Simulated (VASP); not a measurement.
# V (Im-3m) in VASP: a series of runs

The runs below take V through single point, relaxation of cell and atoms, with LDA.

Everything below comes from runs of VASP 6.6.1. Logs are shortened: lines on timing, memory, paths and dates and some standing lists are left out, and cuts for length are marked.

**1. The cell of the first run**

Symmetry: Im-3m, No. 229, cubic system. The conventional cell has a = 3.026 Å, b = 3.026 Å, c = 3.026 Å, α = 90.00°, β = 90.00°, γ = 90.00°. V (site symmetry m-3m) has 14 V at 2.62 to 3.03 Å within 3.5 Å.

**2. Single point, LDA**

Contents of INCAR:

```
SYSTEM = V
PREC = Accurate
ENCUT = 520
EDIFF = 1E-6
ISMEAR = 0
SIGMA = 0.1
LREAL = .FALSE.
LASPH = .TRUE.
NELM = 100
ALGO = Fast
ISIF = 2
LWAVE = .FALSE.
LCHARG = .FALSE.
GGA = CA
NBANDS = 12
```

Contents of KPOINTS:

```
regular mesh
0
G
  8 8 8
  0 0 0
```

Contents of POSCAR:

```
V
1.0
   -1.5129450000      1.5129450000      1.5129450000
    1.5129450000     -1.5129450000      1.5129450000
    1.5129450000      1.5129450000     -1.5129450000
V
1
Direct
    0.0000000000      0.0000000000      0.0000000000
```

Potentials or basis: VASP PAW LDA potentials, release 64 (V_sv).

Launch:

```
> cat potpaw_LDA.64/V_sv/POTCAR > POTCAR
> mpirun -np 1 vasp_std > vasp.out
```

OUTCAR:

```text
SYSTEM = V
   PREC = Accurate
   ENCUT = 520
   EDIFF = 1E-6
   ISMEAR = 0
   LREAL = .FALSE.
   LASPH = .TRUE.
   NELM = 100
   ISIF = 2
   GGA = CA

 ion  position               nearest neighbor table
   1  0.000  0.000  0.000-

  LATTYP: Found a body centered cubic cell.
 ALAT       =     3.0258900000

  Lattice vectors:

 A1 = (  -1.5129450000,   1.5129450000,   1.5129450000)
 A2 = (   1.5129450000,  -1.5129450000,   1.5129450000)
 A3 = (   1.5129450000,   1.5129450000,  -1.5129450000)

Analysis of symmetry for initial positions (statically):
=====================================================================
 Subroutine PRICEL returns:
 Original cell was already a primitive cell.

 Routine SETGRP: Setting up the symmetry group for a
 body centered cubic supercell.

 Subroutine GETGRP returns: Found 48 space group operations
 (whereof 48 operations were pure point group operations)
 out of a pool of 48 trial point group operations.

The static configuration has the point symmetry O_h .

Analysis of symmetry for dynamics (positions and initial velocities):
=====================================================================
 Subroutine PRICEL returns:
 Original cell was already a primitive cell.

 Routine SETGRP: Setting up the symmetry group for a
 body centered cubic supercell.

 Subroutine GETGRP returns: Found 48 space group operations
 (whereof 48 operations were pure point group operations)
 out of a pool of 48 trial point group operations.

The dynamic configuration has the point symmetry O_h .

 Subroutine INISYM returns: Found 48 space group operations
 (whereof 48 operations are pure point group operations),
 and found     1 'primitive' translations

----------------------------------------------------------------------------------------

                                     Primitive cell

  volume of cell :      13.8525

  direct lattice vectors                    reciprocal lattice vectors
    -1.512945000  1.512945000  1.512945000     0.000000000  0.330481280  0.330481280
     1.512945000 -1.512945000  1.512945000     0.330481280  0.000000000  0.330481280
     1.512945000  1.512945000 -1.512945000     0.330481280  0.330481280  0.000000000

  length of vectors
     2.620497609  2.620497609  2.620497609     0.467371108  0.467371108  0.467371108

  position of ions in fractional coordinates (direct lattice)
     0.000000000  0.000000000  0.000000000

  ion indices of the primitive-cell ions
   primitive index   ion index
                 1           1

----------------------------------------------------------------------------------------

 KPOINTS: regular mesh

Automatic generation of k-mesh.
 Grid dimensions read from file:
 generate k-points for:    8    8    8

 Generating k-lattice:

  Cartesian coordinates                     Fractional coordinates (reciprocal lattice)
     0.000000000  0.041310160  0.041310160     0.125000000  0.000000000  0.000000000
     0.041310160  0.000000000  0.041310160     0.000000000  0.125000000  0.000000000
     0.041310160  0.041310160  0.000000000     0.000000000  0.000000000  0.125000000

  Length of vectors
     0.058421389  0.058421389  0.058421389

  Shift w.r.t. Gamma in fractional coordinates (k-lattice)
     0.000000000  0.000000000  0.000000000

 Subroutine IBZKPT returns following result:
 ===========================================

 Found     29 irreducible k-points:

 Following reciprocal coordinates:
            Coordinates               Weight
  0.000000  0.000000  0.000000      1.000000
  0.125000  0.000000  0.000000     12.000000
  0.250000  0.000000  0.000000     12.000000
  0.375000  0.000000  0.000000     12.000000
  0.500000  0.000000  0.000000      6.000000
  0.125000  0.125000  0.000000     24.000000
[... 16 lines left out ...]
 -0.250000  0.250000  0.250000      6.000000
 -0.375000  0.375000  0.250000     24.000000
 [... further k-points ...]
   k-points           NKPTS =     29   k-points in BZ     NKDIM =     29   number of bands    NBANDS=     12
   number of dos      NEDOS =    301   number of ions     NIONS =      1
   total plane-waves  NPLWV =   8000
   dimension x,y,z NGX =    20 NGY =   20 NGZ =   20
   dimension x,y,z NGXF=    40 NGYF=   40 NGZF=   40
   ions per type =               1
   NGX,Y,Z   is equivalent  to a cutoff of  12.69, 12.69, 12.69 a.u.
   NGXF,Y,Z  is equivalent  to a cutoff of  25.38, 25.38, 25.38 a.u.
 SYSTEM =  V
   PREC   = accura    normal or accurate (medium, high low for compatibility)
   ISTART =      0    job   : 0-new  1-cont  2-samecut
   ICHARG =      2    charge: 1-file 2-atom 10-const
   ISPIN  =      1    spin polarized calculation?
   LNONCOLLINEAR =      F non collinear calculations
   LSORBIT =      F    spin-orbit coupling
   LASPH  =      T    aspherical Exc in radial PAW
   ENCUT  =  520.0 eV  38.22 Ry    6.18 a.u.   4.87  4.87  4.87*2*pi/ulx,y,z
   NELM   =    100;   NELMIN=  2; NELMDL= -5     # of ELM steps
   EDIFF  = 0.1E-05   stopping-criterion for ELM
   LREAL  =      F    real-space projection
[... 7 lines left out ...]
   TEBEG  =    0.0;   TEEND  =   0.0 temperature during run
   PSTRESS=    0.0 pullay stress
   NELECT =      13.0000    total number of electrons
   NUPDOWN=      -1.0000    fix difference up-down
   EMIN   =  10.00;   EMAX   =-10.00  energy-range for DOS
   EFERMI =   0.00;   METHOD = LEGACY
   ISMEAR =     0;   SIGMA  =   0.10  broadening in eV -4-tet -1-fermi 0-gaus
   EFERMI_NEDOS =   21; number of points for ismear=-14 and -15
   IALGO  =     68    algorithm
   IMIX   =      4    mixing-type and parameters
     AMIX     =   0.40;   BMIX     =  1.00
     AMIX_MAG =   1.60;   BMIX_MAG =  1.00
  volume/ion in A,a.u.               =      13.85        93.48
  Fermi-wavevector in a.u.,A,eV,Ry     =   1.602801  3.028854 34.952953  2.568970
  Thomas-Fermi vector in A             =   2.699564
   LORBIT       =      0    0 simple, 1 ext, 2 COOP (PROOUT), +10 PAW based schemes
   GGA     = CA    functional components
   LHFCALC =     F    Hartree Fock is set to
   AEXX    =    0.0000 exact exchange contribution
   IVDW    =     0    specifies the selected vdW correction
   LEPSILON=     F    determine dielectric tensor
   LRPA    =     F    only Hartree local field effects (RPA)
 non-spin polarized calculation
 RMM-DIIS sequential band-by-band and
 Gauss-broadening in eV      SIGMA  =   0.10
  energy-cutoff  :      520.00
  volume of cell :       13.85
 maximum number of plane-waves:       384
   NGX =  9   NGY =  9   NGZ =  9

 number of electron      12.9999996 magnetization

 Free energy of the ion-electron system (eV)
  ---------------------------------------------------
  ext. energy  EPLUGINS =         0.00000000
  ---------------------------------------------------
  free energy    TOTEN  =        -9.89362978 eV

  energy without entropy =       -9.88389565  energy(sigma->0) =       -9.88876272

 E-fermi :   9.1584     XC(G=0): -13.0674

 val. band max:        9.1376285012   @ k =   0.2500   0.0000   0.0000
 cond. band min:       9.1660928265   @ k =  -0.2500   0.2500   0.1250
 fundamental gap:      0.0284643253
 Fermi energy:         9.1584208419

 k-point     1 :       0.0000    0.0000    0.0000
  band No.  band energies     occupation
      1     -53.8101      2.00000
      2     -27.5602      2.00000
      3     -27.5602      2.00000
      4     -27.5602      2.00000
      5       2.6820      2.00000
      6       9.5490      0.00000
      7       9.5490      0.00000
      8       9.5490      0.00000
      9      11.4733      0.00000
     10      11.4733      0.00000
     11      29.4621      0.00000
     12      29.4621      0.00000

 k-point     2 :       0.1250    0.0000    0.0000
  band No.  band energies     occupation
      1     -53.7830      2.00000
      2     -27.6896      2.00000
      3     -27.6001      2.00000
      4     -27.5611      2.00000
      5       3.2838      2.00000
      6       9.3043      0.03907
      7       9.4703      0.00001
      8       9.9778      0.00000
      9      11.2410      0.00000
     10      11.4930      0.00000
     11      28.2919      0.00000
     12      29.2142      0.00000

 k-point     3 :       0.2500    0.0000    0.0000
  band No.  band energies     occupation
      1     -53.7172      2.00000
      2     -27.9951      2.00000
      3     -27.6952      2.00000
      4     -27.5632      2.00000
      5       4.7881      2.00000
      6       8.7564      2.00000
      7       9.1376      1.23128
      8      11.1208      0.00000
      9      11.1645      0.00000
     10      11.5806      0.00000
     11      24.9761      0.00000
     12      27.5177      0.00000
[... 286 lines left out ...]
 k-point    23 :      -0.2500    0.2500    0.2500
  band No.  band energies     occupation
      1     -53.6383      2.00000
      2     -28.0119      2.00000
      3     -27.8429      2.00000
      4     -27.8429      2.00000
      5       6.3062      2.00000
      6       8.6150      2.00000
      7       9.9790      0.00000
      8       9.9790      0.00000
      9      11.0607      0.00000
     10      12.6094      0.00000
     11      26.2399      0.00000
     12      26.3823      0.00000

 k-point    24 :      -0.3750    0.3750    0.2500
  band No.  band energies     occupation
      1     -53.5820      2.00000
      2     -28.1884      2.00000
      3     -27.9454      2.00000
      4     -27.8684      2.00000
      5       6.9973      2.00000
      6       7.7313      2.00000
      7       9.9932      0.00000
      8      10.5626      0.00000
      9      12.2206      0.00000
     10      13.9702      0.00000
     11      21.9715      0.00000
     12      24.1781      0.00000

 [... further k-points ...]

------------------------ aborting loop because EDIFF is reached ----------------------------------------

  FORCE on cell =-STRESS in cart. coord.  units (eV):
  Direction    XX          YY          ZZ          XY          YZ          ZX
  --------------------------------------------------------------------------------------
  -------------------------------------------------------------------------------------
  Total       -1.5670278     -1.5670278     -1.5670278      0.0000000      0.0000000     -0.0000000
  in kB     -181.2415891   -181.2415891   -181.2415891      0.0000000      0.0000000     -0.0000000
  external PRESSURE =    -181.2415891 kB  Pullay stress =       0.0000000 kB

 VOLUME and BASIS-vectors are now :
 -----------------------------------------------------------------------------
  energy-cutoff  :      520.00
  volume of cell :       13.85
      direct lattice vectors                 reciprocal lattice vectors
    -1.512945000  1.512945000  1.512945000     0.000000000  0.330481280  0.330481280
     1.512945000 -1.512945000  1.512945000     0.330481280  0.000000000  0.330481280
     1.512945000  1.512945000 -1.512945000     0.330481280  0.330481280  0.000000000

 POSITION                                       TOTAL-FORCE (eV/Angst)
 -----------------------------------------------------------------------------------
      0.00000      0.00000      0.00000         0.000000      0.000000     -0.000000
 -----------------------------------------------------------------------------------
    total drift:                                0.000000     -0.000000      0.000000

  FREE ENERGIE OF THE ION-ELECTRON SYSTEM (eV)
  ---------------------------------------------------
  free  energy   TOTEN  =        -9.8936297803 eV

  energy  without entropy=       -9.8838956510  energy(sigma->0) =       -9.88876272
```

Wall time 3.2 s (1 thread of Intel Xeon Platinum 8559C (Emerald Rapids), shared host); peak memory 0.11 GiB.

Results:

```yaml
Free_energy: -9.8936 eV
Pressure: -18.1 GPa
```

Caveat: the k points lie up to 0.37 Å⁻¹ apart.

**3. Single point, LDA**

This run uses another cell than the first one, of 12.63 Å³/atom, 0.912 times its volume.

Contents of INCAR:

```
SYSTEM = V
ALGO = Normal
EDIFF = 1E-6
ENCUT = 520
GGA = CA
ISIF = 2
ISMEAR = 0
LASPH = .True.
LCHARG = .False.
LREAL = .False.
LWAVE = .False.
NBANDS = 12
NELM = 60
PREC = Accurate
SIGMA = 0.1
```

Contents of KPOINTS:

```
k-points
0
Gamma
  10 10 10
  0 0 0
```

Contents of POSCAR:

```
V
1.0
   -1.4672033618      1.4672033618      1.4672033618
    1.4672033618     -1.4672033618      1.4672033618
    1.4672033618      1.4672033618     -1.4672033618
V
1
Direct
    0.0000000000      0.0000000000      0.0000000000
```

Potentials or basis: VASP PAW LDA potentials, release 64 (V_sv).

Launch:

```
> cat potpaw_LDA.64/V_sv/POTCAR > POTCAR
> mpirun -np 1 vasp_std > vasp.out
```

Wall time 5.2 s (1 thread of Intel Xeon Platinum 8559C (Emerald Rapids), shared host); peak memory 0.12 GiB.

The run converged. Its results:

- Free energy: -9.9428 eV
- Pressure: 0.0 GPa

Levels at points of the mesh, in eV from the Fermi level:
```tsv
k point	band 4	band 5	band 6	band 7	band 8	band 9
(0.00, 0.00, 0.00)	-36.52	-6.65	0.36	0.36	0.36	2.52
(0.50, 0.00, 0.00)	-36.53	-3.42	-1.31	1.98	2.55	2.93
(0.50, 0.50, 0.50)	-37.28	-3.34	-3.34	4.01	4.01	4.01
```

**4. Relaxation of cell and atoms, LDA**

Contents of INCAR:

```
SYSTEM = V
ALGO = Normal ; EDIFF = 1E-7
EDIFFG = -0.05 ; ENCUT = 600
IBRION = 2 ; ISIF = 3
ISMEAR = 0 ; LASPH = .TRUE.
LCHARG = .FALSE. ; LREAL = .FALSE.
LWAVE = .FALSE. ; NELM = 100
NSW = 100 ; PREC = Accurate
SIGMA = 0.1
```

Contents of KPOINTS:

```
k-points
0
G
  10 10 10
  0 0 0
```

Contents of POSCAR:

```
V
1.0
   -1.5129450000      1.5129450000      1.5129450000
    1.5129450000     -1.5129450000      1.5129450000
    1.5129450000      1.5129450000     -1.5129450000
V
1
Direct
    0.0000000000      0.0000000000      0.0000000000
```

Launch:

```
> cat potpaw_LDA.64/V_sv/POTCAR > POTCAR
> mpirun -np 1 vasp_std > vasp.out
```

Run time: 8.8 s. Hardware: 1 thread of Intel Xeon Platinum 8559C (Emerald Rapids), shared host; peak memory 0.14 GiB.

It converged, with:

```yaml
Free_energy: -9.9438 eV
Relaxed_volume: 12.66 Å³/atom
Relaxed_cell: a = 2.543 Å, b = 2.543 Å, c = 2.543 Å, α = 109.47°, β = 109.47°, γ = 109.47°
Space_group_after_relaxing_to_0.05_Å: Im-3m (No. 229)
Energy_gained_by_relaxing: 66.4 meV/atom
Ionic_steps: 3
Pressure_after_relaxing: -0.6 GPa
```

The path:
| step | energy change (eV) | largest force (eV/Å) | pressure (GPa) | volume (Å³) |
| --- | --- | --- | --- | --- |
| 1 | 0.0000 | 0.0000 | -16.28 | 13.85 |
| 2 | 0.0508 | 0.0000 | 29.01 | 11.22 |
| 3 | -0.0664 | 0.0000 | -0.56 | 12.66 |

Final structure:
```
CELL_PARAMETERS angstrom
-1.46813 1.46813 1.46813
1.46813 -1.46813 1.46813
1.46813 1.46813 -1.46813
ATOMIC_POSITIONS crystal
V 0.00000 0.00000 0.00000
```

Levels at points of the mesh, in eV from the Fermi level:
```
           k point  band 2  band 3  band 4  band 5  band 6  band 7  band 8  band 9  band 10
(0.00, 0.00, 0.00)  -36.53  -36.53  -36.53   -6.65    0.36    0.36    0.36    2.52     2.52
(0.50, 0.00, 0.00)  -37.65  -36.87  -36.54   -3.41   -1.31    1.97    2.54    2.92     4.43
(0.50, 0.50, 0.50)  -37.29  -37.29  -37.29   -3.33   -3.33    4.00    4.00    4.00    10.81
```

LDA usually gives volumes a few per cent too small. Zero-point motion and thermal expansion aren't in these numbers.

**5. Single point, LDA**

This run uses another cell than the first one, of 12.53 Å³/atom, 0.905 times its volume.

Contents of INCAR:

```
SYSTEM = V
PREC     = Accurate       ! precision mode
ENCUT    = 520            ! plane-wave cutoff, eV
EDIFF    = 1E-6           ! SCF threshold, eV
ISMEAR   = 0              ! smearing method
SIGMA    = 0.1            ! smearing width, eV
LREAL    = .False.        ! projectors in reciprocal space
LASPH    = .True.         ! aspherical terms in the spheres
NELM     = 80             ! most SCF steps
ALGO     = Fast           ! electronic algorithm
ISIF     = 2              ! what is computed and relaxed
LWAVE    = .False.        ! write WAVECAR
LCHARG   = .True.         ! write CHGCAR
LELF     = .True.         ! ELF
LVHAR    = .True.       
NBANDS   = 12             ! bands
```

Contents of KPOINTS:

```
Automatic mesh
0
Gamma
  28 28 28
  0 0 0
```

Contents of POSCAR:

```
V
1.0
   -1.4631662778      1.4631662778      1.4631662778
    1.4631662778     -1.4631662778      1.4631662778
    1.4631662778      1.4631662778     -1.4631662778
V
1
Direct
    0.0000000000      0.0000000000      0.0000000000
```

Launch:

```
> cat potpaw_LDA.64/V_sv/POTCAR > POTCAR
> mpirun -np 1 vasp_std > vasp.out
```

Run time: 52 s. Hardware: 1 thread of Intel Xeon Platinum 8559C (Emerald Rapids), shared host; peak memory 0.19 GiB.

Results (log left out):

```yaml
Free_energy: -9.9534 eV
Pressure: 0.6 GPa
```

Levels at points of the mesh, in eV from the Fermi level:
| k point | band 4 | band 5 | band 6 | band 7 | band 8 | band 9 | band 10 | band 11 |
| --- | --- | --- | --- | --- | --- | --- | --- | --- |
| (0.00, 0.00, 0.00) | -36.46 | -6.65 | 0.40 | 0.40 | 0.40 | 2.58 | 2.58 | 21.10 |
| (0.50, 0.00, 0.00) | -36.47 | -3.43 | -1.30 | 2.02 | 2.61 | 2.99 | 4.53 | 11.13 |
| (0.50, 0.50, 0.50) | -37.24 | -3.36 | -3.36 | 4.09 | 4.09 | 4.09 | 10.92 | 10.92 |

**6. Single point, LDA**

This run uses another cell than the first one, of 12.57 Å³/atom, 0.908 times its volume.

Contents of INCAR:

```
PREC = Accurate ; ENCUT = 520
EDIFF = 1E-7 ; ISMEAR = -1
SIGMA = 0.15 ; LREAL = F
LASPH = T ; NELM = 100
ALGO = Fast ; ISIF = 2
LWAVE = F ; LCHARG = F
NBANDS = 12
```

Contents of KPOINTS:

```
Automatic mesh
0
Gamma
  28 28 28
```

Contents of POSCAR:

```
V
1.0
   -1.4649003558      1.4649003558      1.4649003558
    1.4649003558     -1.4649003558      1.4649003558
    1.4649003558      1.4649003558     -1.4649003558
V
1
Direct
    0.0000000000      0.0000000000      0.0000000000
```

Potentials or basis: VASP PAW LDA potentials, release 64 (V_sv).

Launch:

```
> cat potpaw_LDA.64/V_sv/POTCAR > POTCAR
> mpirun -np 1 vasp_std > vasp.out
```

Wall time 56 s (1 thread of Intel Xeon Platinum 8559C (Emerald Rapids), shared host); peak memory 0.19 GiB.

Results (log left out):

```
Free energy : -10.0085 eV
Pressure    : 0.5 GPa
```

Levels at points of the mesh, in eV from the Fermi level:
```tsv
k point	band 5	band 6	band 7	band 8	band 9	band 10
(0.00, 0.00, 0.00)	-6.69	0.36	0.36	0.36	2.54	2.54
(0.50, 0.00, 0.00)	-3.46	-1.33	1.97	2.56	2.95	4.48
(0.50, 0.50, 0.50)	-3.38	-3.38	4.04	4.04	4.04	10.84
```

**7. The runs side by side**

```tsv
task	cell	k mesh	cutoff (eV)	smearing	gap on the mesh (eV)	pressure (GPa)
single point	a = 2.620 Å, angles 109.5°, 1 atom	8 × 8 × 8	520	gaussian 0.1 eV	none	-18.1
single point	a = 2.541 Å, angles 109.5°, 1 atom	10 × 10 × 10	520	gaussian 0.1 eV	none	0.0
relaxation of cell and atoms	relaxed from a = 2.620 Å, angles 109.5°, 1 atom	10 × 10 × 10	600	gaussian 0.1 eV	none	-0.6
single point	a = 2.534 Å, angles 109.5°, 1 atom	28 × 28 × 28	520	gaussian 0.1 eV	none	0.6
single point	a = 2.537 Å, angles 109.5°, 1 atom	28 × 28 × 28	520	fermi-dirac 0.15 eV	none	0.5
```

Alike in all rows: level LDA; potentials or basis VASP PAW LDA potentials, release 64 (V_sv); no spin polarisation.

Caveats: some runs use coarse meshes.

Total energies depend on the potentials used, so only differences within one code and one set of settings carry meaning.
